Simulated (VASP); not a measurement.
# CaH8 (Fm-3m) in VASP: further runs

CaH8 is run at these levels: PBE; tasks: single point.

All numbers are computed with VASP 6.6.1; they aren't measurements. Logs are shortened: lines on timing, memory, paths and dates and some standing lists are left out, and cuts for length are marked.

## (1) The cell of the first run

The structure is cubic, space group Fm-3m (No. 225). Conventional cell: a = 6.535 Å, b = 6.535 Å, c = 6.535 Å, α = 90.00°, β = 90.00°, γ = 90.00°. Within 2.5 Å of Ca (site symmetry m-3m) lie 8 H at 1.86 Å. Within 2.2 Å of H (site symmetry 3m) lie 6 H at 1.59 to 2.14 Å and 1 Ca at 1.86 Å.

The cell was generated, and may not be a known phase.

## (2) Single point, PBE

Input file INCAR:

```
PREC = Accurate ; ENCUT = 520
EDIFF = 1E-6 ; ISMEAR = 0
SIGMA = 0.1 ; LREAL = F
LASPH = T ; NELM = 100
ALGO = Normal ; ISIF = 2
LWAVE = F ; LCHARG = F
GGA = PE ; NBANDS = 19
```

Input file KPOINTS:

```
regular mesh
0
Gamma
  4 4 4
```

Input file POSCAR:

```
CaH8
1.0
    0.0000000000      3.2674512400      3.2674512400
    3.2674512400      0.0000000000      3.2674512400
    3.2674512400      3.2674512400      0.0000000000
Ca H
1 8
Direct
    0.5000000000      0.5000000000      0.5000000000
    0.6640921800      0.6640921800      0.6640921800
    0.6640921800      0.6640921800      0.0077234500
    0.6640921800      0.0077234500      0.6640921800
    0.0077234500      0.6640921800      0.6640921800
    0.3359078200      0.3359078200      0.9922765500
    0.3359078200      0.3359078200      0.3359078200
    0.3359078200      0.9922765500      0.3359078200
    0.9922765500      0.3359078200      0.3359078200
```

Potentials or basis: VASP PAW PBE potentials, release 64 (Ca_sv, H).

The run is started by

```sh
cat potpaw_PBE.64/Ca_sv/POTCAR potpaw_PBE.64/H/POTCAR > POTCAR
mpirun -np 1 vasp_std > vasp.out
```

OUTCAR:

```text
PREC = Accurate
   ENCUT = 520
   EDIFF = 1E-6
   ISMEAR = 0
   LREAL = F
   LASPH = T
   NELM = 100
   ISIF = 2
   GGA = PE

 ion  position               nearest neighbor table
   1  0.500  0.500  0.500-   2 1.86   7 1.86   6 1.86   3 1.86   4 1.86   5 1.86   8 1.86   9 1.86

   2  0.664  0.664  0.664-   1 1.86
   3  0.664  0.664  0.008-   1 1.86
   4  0.664  0.008  0.664-   1 1.86
   5  0.008  0.664  0.664-   1 1.86
   6  0.336  0.336  0.992-   1 1.86
   7  0.336  0.336  0.336-   1 1.86
   8  0.336  0.992  0.336-   1 1.86
   9  0.992  0.336  0.336-   1 1.86

  LATTYP: Found a face centered cubic cell.
 ALAT       =     6.5349024800

  Lattice vectors:

 A1 = (   0.0000000000,   3.2674512400,   3.2674512400)
 A2 = (   3.2674512400,   0.0000000000,   3.2674512400)
 A3 = (   3.2674512400,   3.2674512400,   0.0000000000)

Analysis of symmetry for initial positions (statically):
=====================================================================
 Subroutine PRICEL returns:
 Original cell was already a primitive cell.

 Routine SETGRP: Setting up the symmetry group for a
 face centered cubic supercell.

 Subroutine GETGRP returns: Found 48 space group operations
 (whereof 48 operations were pure point group operations)
 out of a pool of 48 trial point group operations.

The static configuration has the point symmetry O_h .

Analysis of symmetry for dynamics (positions and initial velocities):
=====================================================================
 Subroutine PRICEL returns:
 Original cell was already a primitive cell.

 Routine SETGRP: Setting up the symmetry group for a
 face centered cubic supercell.

 Subroutine GETGRP returns: Found 48 space group operations
 (whereof 48 operations were pure point group operations)
 out of a pool of 48 trial point group operations.

The dynamic configuration has the point symmetry O_h .

 Subroutine INISYM returns: Found 48 space group operations
 (whereof 48 operations are pure point group operations),
 and found     1 'primitive' translations

----------------------------------------------------------------------------------------

                                     Primitive cell

  volume of cell :      69.7682

  direct lattice vectors                    reciprocal lattice vectors
     0.000000000  3.267451240  3.267451240    -0.153024472  0.153024472  0.153024472
[... 91 lines left out ...]
   POTIM  = 0.5000    time-step for ionic-motion
   TEBEG  =    0.0;   TEEND  =   0.0 temperature during run
   PSTRESS=    0.0 pullay stress
   NELECT =      18.0000    total number of electrons
   NUPDOWN=      -1.0000    fix difference up-down
   EMIN   =  10.00;   EMAX   =-10.00  energy-range for DOS
   EFERMI =   0.00;   METHOD = LEGACY
   ISMEAR =     0;   SIGMA  =   0.10  broadening in eV -4-tet -1-fermi 0-gaus
   EFERMI_NEDOS =   21; number of points for ismear=-14 and -15
   IALGO  =     38    algorithm
   IMIX   =      4    mixing-type and parameters
     AMIX     =   0.40;   BMIX     =  1.00
     AMIX_MAG =   1.60;   BMIX_MAG =  1.00
  volume/ion in A,a.u.               =       7.75        52.31
  Fermi-wavevector in a.u.,A,eV,Ry     =   1.042189  1.969452 14.778080  1.086158
  Thomas-Fermi vector in A             =   2.176843
   LORBIT       =      0    0 simple, 1 ext, 2 COOP (PROOUT), +10 PAW based schemes
   GGA     = PE    functional components
   LHFCALC =     F    Hartree Fock is set to
   AEXX    =    0.0000 exact exchange contribution
   IVDW    =     0    specifies the selected vdW correction
   LEPSILON=     F    determine dielectric tensor
   LRPA    =     F    only Hartree local field effects (RPA)
 non-spin polarized calculation
 Gauss-broadening in eV      SIGMA  =   0.10
  energy-cutoff  :      520.00
  volume of cell :       69.77
 maximum number of plane-waves:      1893
 NGX is ok and might be reduce to    36
   NGX = 17   NGY = 17   NGZ = 17

 number of electron      18.0000001 magnetization

 Free energy of the ion-electron system (eV)
  ---------------------------------------------------
  ext. energy  EPLUGINS =         0.00000000
  ---------------------------------------------------
  free energy    TOTEN  =       -15.83081919 eV

  energy without entropy =      -15.81958905  energy(sigma->0) =      -15.82520412

 E-fermi :  -0.2211     XC(G=0):  -8.4433

 val. band max:       -0.3142450001   @ k =  -0.2500   0.5000   0.2500
 cond. band min:      -0.2014578456   @ k =   0.2500   0.0000   0.0000
 fundamental gap:      0.1127871545
 Fermi energy:        -0.2210802017

 k-point     1 :       0.0000    0.0000    0.0000
  band No.  band energies     occupation
      1     -38.7142      2.00000
      2     -20.0450      2.00000
      3     -20.0450      2.00000
      4     -20.0450      2.00000
      5      -8.9591      2.00000
      6      -4.6780      2.00000
[... 153 lines left out ...]
      6      -6.7454      2.00000
[... 11 lines left out ...]
     18      10.5054      0.00000
     19      10.8385      0.00000

------------------------ aborting loop because EDIFF is reached ----------------------------------------

  FORCE on cell =-STRESS in cart. coord.  units (eV):
  Direction    XX          YY          ZZ          XY          YZ          ZX
  --------------------------------------------------------------------------------------
  -------------------------------------------------------------------------------------
  Total        5.1689085      5.1689085      5.1689085     -0.0000000      0.0000000     -0.0000000
  in kB      118.7003743    118.7003743    118.7003743     -0.0000000      0.0000000     -0.0000000
  external PRESSURE =     118.7003743 kB  Pullay stress =       0.0000000 kB

 VOLUME and BASIS-vectors are now :
 -----------------------------------------------------------------------------
  energy-cutoff  :      520.00
  volume of cell :       69.77
      direct lattice vectors                 reciprocal lattice vectors
     0.000000000  3.267451240  3.267451240    -0.153024472  0.153024472  0.153024472
     3.267451240  0.000000000  3.267451240     0.153024472 -0.153024472  0.153024472
     3.267451240  3.267451240  0.000000000     0.153024472  0.153024472 -0.153024472

 POSITION                                       TOTAL-FORCE (eV/Angst)
 -----------------------------------------------------------------------------------
      3.26745      3.26745      3.26745         0.000000      0.000000      0.000000
      4.33978      4.33978      4.33978         1.072685      1.072685      1.072685
      2.19512      2.19512      4.33978        -1.072685     -1.072685      1.072685
      2.19512      4.33978      2.19512        -1.072685      1.072685     -1.072685
      4.33978      2.19512      2.19512         1.072685     -1.072685     -1.072685
      4.33978      4.33978      2.19512         1.072685      1.072685     -1.072685
      2.19512      2.19512      2.19512        -1.072685     -1.072685     -1.072685
      4.33978      2.19512      4.33978         1.072685     -1.072685      1.072685
      2.19512      4.33978      4.33978        -1.072685      1.072685      1.072685
 -----------------------------------------------------------------------------------
    total drift:                                0.000000      0.000000     -0.000000

  FREE ENERGIE OF THE ION-ELECTRON SYSTEM (eV)
  ---------------------------------------------------
  free  energy   TOTEN  =       -15.8308191909 eV

  energy  without entropy=      -15.8195890473  energy(sigma->0) =      -15.82520412
```

OSZICAR:

```text
N       E                     dE             d eps       ncg     rms          rms(c)
DAV:   1     0.107132553412E+03    0.10713E+03   -0.82026E+03   304   0.837E+02
DAV:   2    -0.981770468018E+01   -0.11695E+03   -0.11197E+03   368   0.226E+02
DAV:   3    -0.160871667487E+02   -0.62695E+01   -0.61885E+01   484   0.432E+01
DAV:   4    -0.162500584798E+02   -0.16289E+00   -0.16280E+00   432   0.465E+00
DAV:   5    -0.162514942431E+02   -0.14358E-02   -0.14357E-02   428   0.503E-01    0.325E+00
DAV:   6    -0.159102631612E+02    0.34123E+00   -0.25556E-01   361   0.465E+00    0.200E+00
DAV:   7    -0.158261445304E+02    0.84119E-01   -0.12278E-01   403   0.247E+00    0.702E-01
DAV:   8    -0.158270392494E+02   -0.89472E-03   -0.17803E-02   342   0.110E+00    0.120E-01
DAV:   9    -0.158304740149E+02   -0.34348E-02   -0.35000E-03   330   0.280E-01    0.700E-02
DAV:  10    -0.158307971692E+02   -0.32315E-03   -0.42386E-04   350   0.119E-01    0.961E-03
DAV:  11    -0.158308127667E+02   -0.15598E-04   -0.18130E-05   365   0.276E-02    0.322E-03
DAV:  12    -0.158308191985E+02   -0.64318E-05   -0.99596E-06   339   0.134E-02    0.180E-03
DAV:  13    -0.158308191909E+02    0.75941E-08   -0.12680E-07   315   0.201E-03
   1 F= -.15830819E+02 E0= -.15825204E+02  d E =-.112301E-01
```

stdout:

```text
POSCAR found type information on POSCAR CaH
 POSCAR found :  2 types and       9 ions
 scaLAPACK will be used
 LDA part: xc-table for (Slater+PW92), standard interpolation
 POSCAR, INCAR and KPOINTS ok, starting setup
 FFT: planning ... GRIDC
 FFT: planning ... GRID_SOFT
 FFT: planning ... GRID
 WAVECAR not read
 entering main loop
```

It took 27 s on 1 thread of Intel Xeon 8259CL, shared host; peak memory 0.2 GiB.

Results:

* Free energy: -15.8308 eV
* Pressure: 11.9 GPa
* Largest force: 1.858 eV/Å
* Band gap on the k mesh: zero (bands 9 and 10 overlap by 0.11 eV)

Forces in eV/Å, atoms in the order of the input:
```
Ca   0.000  0.000  0.000
H    1.073  1.073  1.073
H   -1.073 -1.073  1.073
H   -1.073  1.073 -1.073
H    1.073 -1.073 -1.073
H    1.073  1.073 -1.073
H   -1.073 -1.073 -1.073
H    1.073 -1.073  1.073
H   -1.073  1.073  1.073
```

Levels at points of the mesh, in eV from the Fermi level:
```csv
k point,band 6,band 7,band 8,band 9,band 10,band 11,band 12,band 13
"(0.00, 0.00, 0.00)",-4.46,-1.56,-1.56,-1.56,1.77,1.77,1.77,4.76
"(0.50, 0.00, 0.00)",-6.40,-1.18,-0.79,-0.79,0.49,0.49,1.69,4.74
"(0.50, 0.50, 0.00)",-6.34,-3.11,-0.68,-0.68,0.42,0.42,3.26,3.98
```

Caveat: the k points lie up to 0.42 Å⁻¹ apart; forces of over 1 eV/Å act on the atoms, so gaps and moduli don't describe the material at rest.

## (3) Single point, PBE

This run uses another cell than the first one, of 9.87 Å³/atom.

Input file INCAR:

```
SYSTEM = CaH8
ALGO = Normal
EDIFF = 1E-6
ENCUT = 520
GGA = PE
ISIF = 2
ISMEAR = 0
LASPH = .True.
LCHARG = .False.
LREAL = .False.
LWAVE = .False.
NBANDS = 19
NELM = 60
PREC = Accurate
SIGMA = 0.1
```

Input file KPOINTS:

```
k-points
0
Gamma
  4 4 4
  0 0 0
```

Input file POSCAR:

```
CaH8
1.0
    0.0000000000      3.5410858019      3.5410858019
    3.5410858019      0.0000000000      3.5410858019
    3.5410858019      3.5410858019      0.0000000000
Ca H
1 8
Direct
    0.5000000000      0.5000000000      0.5000000000
    0.6807780636      0.6807780636      0.6807780636
    0.6807780636      0.6807780636     -0.0423341909
    0.6807780636     -0.0423341909      0.6807780636
   -0.0423341909      0.6807780636      0.6807780636
    0.3192219364      0.3192219364      1.0423341909
    0.3192219364      0.3192219364      0.3192219364
    0.3192219364      1.0423341909      0.3192219364
    1.0423341909      0.3192219364      0.3192219364
```

Potentials or basis: VASP PAW PBE potentials, release 64 (Ca_sv, H).

The run is started by

```sh
cat potpaw_PBE.64/Ca_sv/POTCAR potpaw_PBE.64/H/POTCAR > POTCAR
mpirun -np 1 vasp_std > vasp.out
```

It took 34 s on 1 thread of Intel Xeon 8259CL, shared host; peak memory 0.23 GiB.

The run converged. Its results:

- Free energy: -17.8182 eV
- Pressure: 0.0 GPa
- Band gap on the k mesh: zero (filled and empty bands touch)

Forces in eV/Å, atoms in the order of the input:
```
Ca   0.000  0.000  0.000
H   -0.001 -0.001 -0.001
H    0.001  0.001 -0.001
H    0.001 -0.001  0.001
H   -0.001  0.001  0.001
H   -0.001 -0.001  0.001
H    0.001  0.001  0.001
H   -0.001  0.001 -0.001
H    0.001 -0.001 -0.001
```

Levels at points of the mesh, in eV from the Fermi level:
```csv
k point,band 7,band 8,band 9,band 10,band 11,band 12
"(0.00, 0.00, 0.00)",-0.93,-0.93,-0.93,1.34,1.34,1.34
"(0.50, 0.00, 0.00)",-1.06,-0.25,-0.25,0.21,0.21,0.69
"(0.50, 0.50, 0.00)",-2.46,-0.82,-0.82,0.93,0.93,2.96
```

Caveat: the k points lie up to 0.38 Å⁻¹ apart.

The gap in the log of VASP goes by the Fermi energy; the results here count the filled bands.